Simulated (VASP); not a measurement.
GaP (e600): single point with PBEsol

GaP (e600):

```
CELL_PARAMETERS angstrom
0.00000 2.71918 2.71918
2.71918 0.00000 2.71918
2.71918 2.71918 0.00000
ATOMIC_POSITIONS crystal
Ga 0.00000 0.00000 0.00000
P 0.25000 0.25000 0.25000
```

```json
{"Program": "VASP 6.6.1", "Task": "single point", "Functional": "PBEsol", "Potentials or basis": "VASP PAW PBE potentials, release 64 (Ga_d, P)", "Cutoff": "500 eV", "k mesh": "8 × 8 × 8", "Occupations": "gaussian, width 0.02 eV", "Spin": "no spin polarisation"}
```

- Pressure: -0.1 GPa
- Band gap on the k mesh: 1.50 eV, indirect (least direct gap 1.81 eV)

Levels at points of the mesh, in eV from the valence-band top:
```tsv
k point	band 5	band 6	band 7	band 8	band 9	band 10	band 11	band 12	band 13	band 14
(0.00, 0.00, 0.00)	-14.45	-12.57	0.00	0.00	0.00	1.81	3.82	3.82	3.82	8.60
(0.50, 0.00, 0.00)	-14.44	-10.46	-6.73	-1.14	-1.14	1.61	4.65	4.65	8.10	10.79
(0.50, 0.50, 0.00)	-14.43	-9.54	-6.84	-2.74	-2.74	1.50	1.71	10.60	10.60	11.14
```

It took 31 s on 1 thread of AMD EPYC 7R43 64-Core Processor (Zen 3), on a shared host, peak memory 0.12 GiB.

Caveat: the PAW data sets were made with another functional, which shifts forces and pressure a little. PBEsol gaps usually lie below the measured ones, often by a third to a half.
